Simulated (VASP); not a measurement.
Input of a VASP 6.6.1 run:

Contents of INCAR:

```
SYSTEM = Cr5Ru
PREC = Accurate
ENCUT = 600
EDIFF = 1E-7
ISMEAR = -1
SIGMA = 0.1
LREAL = .False.
LASPH = .True.
NELM = 80
ALGO = Normal
ISIF = 3
LWAVE = .False.
LCHARG = .False.
GGA = PE
IBRION = 2
NSW = 60
EDIFFG = -0.01
```

KPOINTS

```
Automatic mesh
0
Gamma
  5 5 5
  0 0 0
```

The input POSCAR:

```
Cr5Ru
1.0
    0.0000000000      3.2395120000      3.2395120000
    3.2395120000      0.0000000000      3.2395120000
    3.2395120000      3.2395120000      0.0000000000
Cr Ru
5 1
Direct
    0.6250000000      0.6250000000      0.6250000000
    0.1250000000      0.6250000000      0.6250000000
    0.6250000000      0.6250000000      0.1250000000
    0.6250000000      0.1250000000      0.6250000000
    0.2500000000      0.2500000000      0.2500000000
    0.0000000000      0.0000000000      0.0000000000
```

Potentials or basis: VASP PAW PBE potentials, release 64 (Cr_pv, Ru_pv).

The run is started by

```bash
$ cat potpaw_PBE.64/Cr_pv/POTCAR potpaw_PBE.64/Ru_pv/POTCAR > POTCAR
$ mpirun -np 1 vasp_std > vasp.out
```

Question: What does it give for the relaxed volume?

Answer: 12.21 Å³/atom.

Question: Estimate the space group after relaxing (to 0.1 Å).

Answer: F-43m (No. 216).

Final structure:
```
Cr Ru
1.0
     0.00000    3.32141    3.32141
     3.32141    0.00000    3.32141
     3.32141    3.32141    0.00000
Cr Ru
5 1
Direct
  0.62389 0.62389 0.62389
  0.12834 0.62389 0.62389
  0.62389 0.62389 0.12834
  0.62389 0.12834 0.62389
  0.25000 0.25000 0.25000
  0.00000 0.00000 0.00000
```

Caveat: the run has no spin polarisation, though such a crystal can be magnetic. Spin polarisation is off, so any magnetic state and its effect on volume and gap are missing.
